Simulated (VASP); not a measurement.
Write the native input for VASP 6.6.1 that does the following.

| Item | Value |
| --- | --- |
| Task | single point |
| Functional | r2SCAN |
| Potentials or basis | VASP PAW PBE potentials, release 64 (K_sv, Cl) |
| Cutoff | 550 eV |
| k mesh | 6 × 6 × 6 |
| Occupations | gaussian, width 0.05 eV |
| Spin | no spin polarisation |
| Dipole correction | no |
| Further INCAR settings | ALGO = Normal; EDIFF = 1e-06; NBANDS = 15 |

Crystal: KCl.

```
K Cl
1.0
     0.00000    3.25078    3.15610
     3.06142    0.00000    3.15610
     3.06142    3.25078    0.00000
K Cl
1 1
Direct
  0.00000 0.00000 0.00000
  0.50000 0.50000 0.50000
```

This cell differs from its parent crystal: strain -0.0300 x Voigt [1, -1, 0, 0, 0, 0].

These files were run (other wordings do the same):

POSCAR

```
KCl
1.0
    0.0000000000      3.2507830000      3.1561000000
    3.0614170000      0.0000000000      3.1561000000
    3.0614170000      3.2507830000      0.0000000000
K Cl
1 1
Direct
    0.0000000000      0.0000000000      0.0000000000
    0.5000000000      0.5000000000      0.5000000000
```

INCAR.step1

```
  PREC = Accurate
  ENCUT = 550
  ISMEAR = 0
  SIGMA = 0.05
  LREAL = False
  LASPH = True
  NELM = 120
  NBANDS = 15
  GGA = PE
  ALGO = Normal
  EDIFF = 1E-5
  LWAVE = True
  LCHARG = False
  GGA_COMPAT = False
```

INCAR.step2

```
  PREC = Accurate
  ENCUT = 550
  EDIFF = 1E-6
  ISMEAR = 0
  SIGMA = 0.05
  LREAL = False
  LASPH = True
  NELM = 120
  ALGO = Normal
  ISIF = 2
  LWAVE = False
  LCHARG = False
  METAGGA = R2SCAN
  LMIXTAU = True
  NBANDS = 15
  ISTART = 1
  GGA_COMPAT = False
```

KPOINTS

```
regular mesh
0
Gamma
  6 6 6
```

Potentials or basis: VASP PAW PBE potentials, release 64 (K_sv, Cl).

The run is started by

```bash
$ cat potpaw_PBE.64/K_sv/POTCAR potpaw_PBE.64/Cl/POTCAR > POTCAR
$ cp INCAR.step1 INCAR
$ mpirun -np 1 vasp_std > vasp.out
$ cp INCAR.step2 INCAR
$ mpirun -np 1 vasp_std > vasp.out
```

Results of the run:

```json
{
 "Pressure": "0.0 GPa",
 "Band gap on the k mesh": "5.76 eV, direct"
}
```

Caveat: the cell differs from its parent crystal (strain -0.0300 x Voigt [1, -1, 0, 0, 0, 0]); the PAW data sets were made with another functional, which shifts forces and pressure a little.

It took 90 s on 1 thread of Intel(R) Xeon(R) 6975P-C (Granite Rapids) (shared host), peak memory 0.23 GiB.
